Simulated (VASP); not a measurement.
**BaS: single point with PBE**

BaS:

```xyz
2
Lattice="0.0000 3.2576 3.1938 3.2576 0.0000 3.1938 3.2576 3.2576 0.0000" Properties=species:S:1:pos:R:3 pbc="T T T"
Ba    0.0000    0.0000    0.0000
S     3.2576    3.2576    3.1938
```

This cell differs from its parent crystal: equal xx and yy strain of +2 %.

```yaml
Program: VASP 6.6.1
Task: single point
Functional: PBE
Potentials_or_basis: VASP PAW PBE potentials, release 64 (Ba_sv, S)
Cutoff: 520 eV
k_mesh: 8 × 8 × 8
Occupations: fermi-dirac, width 0.02 eV
Spin: no spin polarisation
Dipole_correction: no
Further_INCAR_settings: ALGO = Normal; EDIFF = 1e-06; NBANDS = 15
```

```yaml
Pressure: -0.3 GPa
Band_gap_on_the_k_mesh: 2.12 eV (least direct gap 2.28 eV)
```

Stress tensor (GPa, compression positive):
```
-0.75  0.00  0.00
 0.00 -0.75  0.00
 0.00  0.00  0.71
```

Levels at points of the mesh, in eV from the valence-band top:
| k point | band 6 | band 7 | band 8 | band 9 | band 10 | band 11 |
| --- | --- | --- | --- | --- | --- | --- |
| (0.00, 0.00, 0.00) | -0.06 | -0.06 | 0.00 | 3.36 | 3.78 | 3.78 |
| (0.50, 0.00, 0.00) | -1.89 | -1.06 | -1.05 | 5.37 | 5.53 | 6.10 |
| (0.50, 0.50, 0.00) | -0.54 | -0.22 | -0.22 | 2.12 | 5.76 | 5.82 |
| (0.50, 0.00, 0.50) | -0.63 | -0.21 | -0.15 | 2.14 | 5.65 | 5.87 |

It took 73 s on 1 thread of Intel(R) Xeon(R) Platinum 8175M CPU @ 2.50GHz (Skylake/Cascade Lake), with other jobs on the host, peak memory 0.24 GiB.

Caveat: the cell differs from its parent crystal (equal xx and yy strain of +2 %); spin-orbit coupling is left out, which moves the levels of the heavy elements. A k mesh can miss the band edges.
